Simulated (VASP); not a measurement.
# Sr (Fm-3m) in VASP: further runs

Sr is run at these levels: PBE; tasks: single point.

All numbers are computed with VASP 6.6.1; they aren't measurements. Logs are shortened: lines on timing, memory, paths and dates and some standing lists are left out, and cuts for length are marked.

### Step 1. The cell of the first run

The structure is cubic, space group Fm-3m (No. 225). Conventional cell: a = 6.038 Å, b = 6.038 Å, c = 6.038 Å, α = 90.00°, β = 90.00°, γ = 90.00°. Within 5.6 Å of Sr (site symmetry m-3m) lie 12 Sr at 4.27 Å.

### Step 2. Single point, PBE

INCAR

```
SYSTEM = Sr
PREC = Accurate
ENCUT = 520
EDIFF = 1E-6
ISMEAR = -1
SIGMA = 0.05
LREAL = .False.
LASPH = .True.
NELM = 100
ALGO = Normal
ISIF = 2
LWAVE = .False.
LCHARG = .False.
GGA = PE
NBANDS = 17
```

KPOINTS

```
Automatic mesh
0
Gamma
  9 9 6
  0 0 0
```

POSCAR

```
Sr
1.0
    3.0191369257      3.0191369257      0.0000000000
   -3.0191369257      3.0191369257      0.0000000000
    0.0000000000      0.0000000000      6.0382738514
Sr
2
Direct
    0.0000000000      0.0000000000      0.0000000000
    0.5000000000      0.5000000000      0.5000000000
```

Potentials or basis: VASP PAW PBE potentials, release 64 (Sr_sv).

Started as:

```console
cat potpaw_PBE.64/Sr_sv/POTCAR > POTCAR
mpirun -np 1 vasp_std > vasp.out
```

OUTCAR:

```text
SYSTEM = Sr
   PREC = Accurate
   ENCUT = 520
   EDIFF = 1E-6
   ISMEAR = -1
   LREAL = .False.
   LASPH = .True.
   NELM = 100
   ISIF = 2
   GGA = PE

 ion  position               nearest neighbor table
   1  0.000  0.000  0.000-   2 4.27   2 4.27   2 4.27   2 4.27   2 4.27   2 4.27   2 4.27   2 4.27

   2  0.500  0.500  0.500-   1 4.27   1 4.27   1 4.27   1 4.27   1 4.27   1 4.27   1 4.27   1 4.27

  LATTYP: Found a simple tetragonal cell.
 ALAT       =     4.2697043870
 C/A-ratio  =     1.4142135624

  Lattice vectors:

 A1 = (   3.0191369257,   3.0191369257,   0.0000000000)
 A2 = (  -3.0191369257,   3.0191369257,   0.0000000000)
 A3 = (   0.0000000000,   0.0000000000,   6.0382738514)

Analysis of symmetry for initial positions (statically):
=====================================================================
 Subroutine PRICEL returns following result:

  LATTYP: Found a face centered cubic cell.
 ALAT       =     6.0382738514

  Lattice vectors:

 A1 = (   0.0000000000,  -3.0191369257,  -3.0191369257)
 A2 = (   3.0191369257,   0.0000000000,  -3.0191369257)
 A3 = (   3.0191369257,  -3.0191369257,   0.0000000000)

   2 primitive cells build up your supercell.

 Routine SETGRP: Setting up the symmetry group for a
 simple tetragonal supercell.

 Subroutine GETGRP returns: Found 16 space group operations
 (whereof 16 operations were pure point group operations)
 out of a pool of 16 trial point group operations.

The static configuration has the point symmetry D_4h.

Analysis of symmetry for dynamics (positions and initial velocities):
=====================================================================
 Subroutine PRICEL returns following result:

  LATTYP: Found a face centered cubic cell.
 ALAT       =     6.0382738514

  Lattice vectors:

 A1 = (   0.0000000000,  -3.0191369257,  -3.0191369257)
 A2 = (   3.0191369257,   0.0000000000,  -3.0191369257)
 A3 = (   3.0191369257,  -3.0191369257,   0.0000000000)

   2 primitive cells build up your supercell.

 Routine SETGRP: Setting up the symmetry group for a
 simple tetragonal supercell.

 Subroutine GETGRP returns: Found 16 space group operations
 (whereof 16 operations were pure point group operations)
 out of a pool of 16 trial point group operations.

The dynamic configuration has the point symmetry D_4h.
[... 90 lines left out ...]
   ICHARG =      2    charge: 1-file 2-atom 10-const
   ISPIN  =      1    spin polarized calculation?
   LNONCOLLINEAR =      F non collinear calculations
   LSORBIT =      F    spin-orbit coupling
   LASPH  =      T    aspherical Exc in radial PAW
   ENCUT  =  520.0 eV  38.22 Ry    6.18 a.u.   7.94  7.94 11.23*2*pi/ulx,y,z
   NELM   =    100;   NELMIN=  2; NELMDL= -5     # of ELM steps
   EDIFF  = 0.1E-05   stopping-criterion for ELM
   LREAL  =      F    real-space projection
   EDIFFG = 0.1E-04   stopping-criterion for IOM
   NSW    =      0    number of steps for IOM
   IBRION =     -1    ionic relax: 0-MD 1-quasi-New 2-CG
   NFREE  =      0    steps in history (QN), initial steepest desc. (CG)
   ISIF   =      2    stress and relaxation
   ISYM   =      2    0-nonsym 1-usesym 2-fastsym
   POTIM  = 0.5000    time-step for ionic-motion
   TEBEG  =    0.0;   TEEND  =   0.0 temperature during run
   PSTRESS=    0.0 pullay stress
   NELECT =      20.0000    total number of electrons
   NUPDOWN=      -1.0000    fix difference up-down
   EMIN   =  10.00;   EMAX   =-10.00  energy-range for DOS
   EFERMI =   0.00;   METHOD = LEGACY
   ISMEAR =    -1;   SIGMA  =   0.05  broadening in eV -4-tet -1-fermi 0-gaus
   EFERMI_NEDOS =   21; number of points for ismear=-14 and -15
   IALGO  =     38    algorithm
   IMIX   =      4    mixing-type and parameters
     AMIX     =   0.40;   BMIX     =  1.00
     AMIX_MAG =   1.60;   BMIX_MAG =  1.00
  volume/ion in A,a.u.               =      55.04       371.43
  Fermi-wavevector in a.u.,A,eV,Ry     =   0.927218  1.752189 11.697390  0.859734
  Thomas-Fermi vector in A             =   2.053265
   LORBIT       =      0    0 simple, 1 ext, 2 COOP (PROOUT), +10 PAW based schemes
   GGA     = PE    functional components
   LHFCALC =     F    Hartree Fock is set to
   AEXX    =    0.0000 exact exchange contribution
   IVDW    =     0    specifies the selected vdW correction
   LEPSILON=     F    determine dielectric tensor
   LRPA    =     F    only Hartree local field effects (RPA)
 non-spin polarized calculation
  energy-cutoff  :      520.00
  volume of cell :      110.08
 maximum number of plane-waves:      2986
 NGX is ok and might be reduce to    32
   NGX = 15   NGY = 15   NGZ = 23

 number of electron      20.0000000 magnetization

 Free energy of the ion-electron system (eV)
  ---------------------------------------------------
  ext. energy  EPLUGINS =         0.00000000
  ---------------------------------------------------
  free energy    TOTEN  =        -3.28401819 eV

  energy without entropy =       -3.26136159  energy(sigma->0) =       -3.27268989

 E-fermi :   1.5778     XC(G=0):  -7.3473

 val. band max:        1.5236590321   @ k =   0.3333   0.2222   0.0000
 cond. band min:       1.5880374332   @ k =   0.3333   0.0000   0.1667
 fundamental gap:      0.0643784011
 Fermi energy:         1.5778235811

 k-point     1 :       0.0000    0.0000    0.0000
  band No.  band energies     occupation
      1     -35.0387      2.00000
      2     -35.0204      2.00000
      3     -17.1107      2.00000
      4     -16.9975      2.00000
      5     -16.9975      2.00000
      6     -16.9274      2.00000
[... 457 lines left out ...]
      4     -17.0761      2.00000
      5     -17.0040      2.00000
      6     -16.9795      2.00000
[... 9 lines left out ...]
     16       4.2745      0.00000
     17       5.4172      0.00000

 [... further k-points ...]

------------------------ aborting loop because EDIFF is reached ----------------------------------------

  FORCE on cell =-STRESS in cart. coord.  units (eV):
  Direction    XX          YY          ZZ          XY          YZ          ZX
  --------------------------------------------------------------------------------------
  -------------------------------------------------------------------------------------
  Total       -0.0351465     -0.0351465     -0.0433707      0.0000000      0.0000000      0.0000000
  in kB       -0.5115454     -0.5115454     -0.6312458      0.0000000      0.0000000      0.0000000
  external PRESSURE =      -0.5514455 kB  Pullay stress =       0.0000000 kB

 VOLUME and BASIS-vectors are now :
 -----------------------------------------------------------------------------
  energy-cutoff  :      520.00
  volume of cell :      110.08
      direct lattice vectors                 reciprocal lattice vectors
     3.019136926  3.019136926  0.000000000     0.165610243  0.165610243  0.000000000
    -3.019136926  3.019136926  0.000000000    -0.165610243  0.165610243  0.000000000
     0.000000000  0.000000000  6.038273851     0.000000000  0.000000000  0.165610243

 POSITION                                       TOTAL-FORCE (eV/Angst)
 -----------------------------------------------------------------------------------
      0.00000      0.00000      0.00000         0.000000     -0.000000     -0.000000
      0.00000      3.01914      3.01914        -0.000000      0.000000      0.000000
 -----------------------------------------------------------------------------------
    total drift:                               -0.000000      0.000000     -0.000000

  FREE ENERGIE OF THE ION-ELECTRON SYSTEM (eV)
  ---------------------------------------------------
  free  energy   TOTEN  =        -3.2840181873 eV

  energy  without entropy=       -3.2613615855  energy(sigma->0) =       -3.27268989
```

It took 67 s on 1 thread of Intel Xeon Platinum 8375C at 2.90GHz (Ice Lake), shared host; peak memory 0.26 GiB.

What came out:

```
Free energy            : -3.2840 eV
Pressure               : -0.1 GPa
Band gap on the k mesh : zero (band 10 reaches 1.61 eV, above the bottom of band 11 at 1.59 eV)
```

### Step 3. Single point, PBE

INCAR

```
PREC = Accurate
ENCUT = 520
EDIFF = 1E-7
ISMEAR = -1
SIGMA = 0.05
LREAL = False
LASPH = True
NELM = 80
ALGO = Normal
ISIF = 2
LWAVE = False
LCHARG = False
GGA = PE
NBANDS = 17
```

KPOINTS

```
regular mesh
0
Gamma
  9 9 6
```

POSCAR is that of step 2.

Potentials or basis: VASP PAW PBE potentials, release 64 (Sr_sv).

Started as:

```console
cat potpaw_PBE.64/Sr_sv/POTCAR > POTCAR
mpirun -np 1 vasp_std > vasp.out
```

OUTCAR:

```text
PREC = Accurate
   ENCUT = 520
   EDIFF = 1E-7
   ISMEAR = -1
   LREAL = False
   LASPH = True
   NELM = 80
   ISIF = 2
   GGA = PE

 ion  position               nearest neighbor table
   1  0.000  0.000  0.000-   2 4.27   2 4.27   2 4.27   2 4.27   2 4.27   2 4.27   2 4.27   2 4.27

   2  0.500  0.500  0.500-   1 4.27   1 4.27   1 4.27   1 4.27   1 4.27   1 4.27   1 4.27   1 4.27

  LATTYP: Found a simple tetragonal cell.
 ALAT       =     4.2697043870
 C/A-ratio  =     1.4142135624

  Lattice vectors:

 A1 = (   3.0191369257,   3.0191369257,   0.0000000000)
 A2 = (  -3.0191369257,   3.0191369257,   0.0000000000)
 A3 = (   0.0000000000,   0.0000000000,   6.0382738514)

Analysis of symmetry for initial positions (statically):
=====================================================================
 Subroutine PRICEL returns following result:

  LATTYP: Found a face centered cubic cell.
 ALAT       =     6.0382738514

  Lattice vectors:

 A1 = (   0.0000000000,  -3.0191369257,  -3.0191369257)
 A2 = (   3.0191369257,   0.0000000000,  -3.0191369257)
 A3 = (   3.0191369257,  -3.0191369257,   0.0000000000)

   2 primitive cells build up your supercell.

 Routine SETGRP: Setting up the symmetry group for a
 simple tetragonal supercell.

 Subroutine GETGRP returns: Found 16 space group operations
 (whereof 16 operations were pure point group operations)
 out of a pool of 16 trial point group operations.

The static configuration has the point symmetry D_4h.

Analysis of symmetry for dynamics (positions and initial velocities):
=====================================================================
 Subroutine PRICEL returns following result:

  LATTYP: Found a face centered cubic cell.
 ALAT       =     6.0382738514

  Lattice vectors:
[... 119 lines left out ...]
   ISYM   =      2    0-nonsym 1-usesym 2-fastsym
   POTIM  = 0.5000    time-step for ionic-motion
   TEBEG  =    0.0;   TEEND  =   0.0 temperature during run
   PSTRESS=    0.0 pullay stress
   NELECT =      20.0000    total number of electrons
   NUPDOWN=      -1.0000    fix difference up-down
   EMIN   =  10.00;   EMAX   =-10.00  energy-range for DOS
   EFERMI =   0.00;   METHOD = LEGACY
   ISMEAR =    -1;   SIGMA  =   0.05  broadening in eV -4-tet -1-fermi 0-gaus
   EFERMI_NEDOS =   21; number of points for ismear=-14 and -15
   IALGO  =     38    algorithm
   IMIX   =      4    mixing-type and parameters
     AMIX     =   0.40;   BMIX     =  1.00
     AMIX_MAG =   1.60;   BMIX_MAG =  1.00
  volume/ion in A,a.u.               =      55.04       371.43
  Fermi-wavevector in a.u.,A,eV,Ry     =   0.927218  1.752189 11.697390  0.859734
  Thomas-Fermi vector in A             =   2.053265
   LORBIT       =      0    0 simple, 1 ext, 2 COOP (PROOUT), +10 PAW based schemes
   GGA     = PE    functional components
   LHFCALC =     F    Hartree Fock is set to
   AEXX    =    0.0000 exact exchange contribution
   IVDW    =     0    specifies the selected vdW correction
   LEPSILON=     F    determine dielectric tensor
   LRPA    =     F    only Hartree local field effects (RPA)
 non-spin polarized calculation
  energy-cutoff  :      520.00
  volume of cell :      110.08
 maximum number of plane-waves:      2986
 NGX is ok and might be reduce to    32
   NGX = 15   NGY = 15   NGZ = 23

 number of electron      20.0000000 magnetization

 Free energy of the ion-electron system (eV)
  ---------------------------------------------------
  ext. energy  EPLUGINS =         0.00000000
  ---------------------------------------------------
  free energy    TOTEN  =        -3.28401747 eV

  energy without entropy =       -3.26135972  energy(sigma->0) =       -3.27268860

 E-fermi :   1.5779     XC(G=0):  -7.3474

 val. band max:        1.5236895042   @ k =   0.3333   0.2222   0.0000
 cond. band min:       1.5880656479   @ k =   0.3333   0.0000   0.1667
 fundamental gap:      0.0643761436
 Fermi energy:         1.5778510011

 k-point     1 :       0.0000    0.0000    0.0000
  band No.  band energies     occupation
      1     -35.0391      2.00000
      2     -35.0207      2.00000
      3     -17.1111      2.00000
      4     -16.9979      2.00000
      5     -16.9979      2.00000
      6     -16.9278      2.00000
[... 457 lines left out ...]
      4     -17.0765      2.00000
      5     -17.0043      2.00000
      6     -16.9798      2.00000
[... 9 lines left out ...]
     16       4.2744      0.00000
     17       5.4165      0.00000

 [... further k-points ...]
[... 5 lines left out ...]
  --------------------------------------------------------------------------------------
  -------------------------------------------------------------------------------------
  Total       -0.0343114     -0.0343114     -0.0425206      0.0000000      0.0000000      0.0000000
  in kB       -0.4993916     -0.4993916     -0.6188733      0.0000000      0.0000000      0.0000000
  external PRESSURE =      -0.5392188 kB  Pullay stress =       0.0000000 kB

 VOLUME and BASIS-vectors are now :
 -----------------------------------------------------------------------------
  energy-cutoff  :      520.00
  volume of cell :      110.08
      direct lattice vectors                 reciprocal lattice vectors
     3.019136926  3.019136926  0.000000000     0.165610243  0.165610243  0.000000000
    -3.019136926  3.019136926  0.000000000    -0.165610243  0.165610243  0.000000000
     0.000000000  0.000000000  6.038273851     0.000000000  0.000000000  0.165610243

 POSITION                                       TOTAL-FORCE (eV/Angst)
 -----------------------------------------------------------------------------------
      0.00000      0.00000      0.00000        -0.000000      0.000000      0.000000
      0.00000      3.01914      3.01914         0.000000     -0.000000      0.000000
 -----------------------------------------------------------------------------------
    total drift:                               -0.000000      0.000000     -0.000000

  FREE ENERGIE OF THE ION-ELECTRON SYSTEM (eV)
  ---------------------------------------------------
  free  energy   TOTEN  =        -3.2840174727 eV

  energy  without entropy=       -3.2613597215  energy(sigma->0) =       -3.27268860
```

OSZICAR:

```text
N       E                     dE             d eps       ncg     rms          rms(c)
DAV:   1     0.100085136843E+03    0.10009E+03   -0.92489E+03  2040   0.101E+03
DAV:   2     0.349930287307E+01   -0.96586E+02   -0.95183E+02  2647   0.219E+02
DAV:   3    -0.312077971102E+01   -0.66201E+01   -0.65913E+01  3669   0.407E+01
DAV:   4    -0.327666780785E+01   -0.15589E+00   -0.15579E+00  2799   0.530E+00
DAV:   5    -0.328077882421E+01   -0.41110E-02   -0.41106E-02  3225   0.653E-01    0.158E+01
DAV:   6    -0.328269732039E+01   -0.19185E-02   -0.13329E-02  2607   0.120E+00    0.891E+00
DAV:   7    -0.328394900475E+01   -0.12517E-02   -0.22521E-02  2337   0.156E+00    0.421E-01
DAV:   8    -0.328394659319E+01    0.24116E-05   -0.33422E-03  3286   0.279E-01    0.134E-01
DAV:   9    -0.328399219559E+01   -0.45602E-04   -0.12525E-04  2762   0.556E-02    0.480E-02
DAV:  10    -0.328401905185E+01   -0.26856E-04   -0.17468E-05  2692   0.353E-02    0.202E-02
DAV:  11    -0.328401820579E+01    0.84606E-06   -0.98266E-07  3354   0.648E-03    0.423E-03
DAV:  12    -0.328401693139E+01    0.12744E-05   -0.44399E-07  2674   0.438E-03    0.340E-03
DAV:  13    -0.328401742951E+01   -0.49812E-06   -0.46147E-08  1538   0.163E-03    0.252E-04
DAV:  14    -0.328401747266E+01   -0.43154E-07   -0.52810E-09  1365   0.449E-04
   1 F= -.32840175E+01 E0= -.32726886E+01  d E =-.226578E-01
```

stdout:

```text
POSCAR found type information on POSCAR Sr
 POSCAR found :  1 types and       2 ions
 scaLAPACK will be used
 LDA part: xc-table for (Slater+PW92), standard interpolation
 POSCAR, INCAR and KPOINTS ok, starting setup
 FFT: planning ... GRIDC
 FFT: planning ... GRID_SOFT
 FFT: planning ... GRID
 WAVECAR not read
 entering main loop
```

Run time: 70 s. Hardware: 1 thread of Intel Xeon Platinum 8375C at 2.90GHz (Ice Lake), shared host; peak memory 0.26 GiB.

What came out:

- Free energy: -3.2840 eV
- Pressure: -0.1 GPa
- Band gap on the k mesh: zero (band 10 reaches 1.61 eV, above the bottom of band 11 at 1.59 eV)
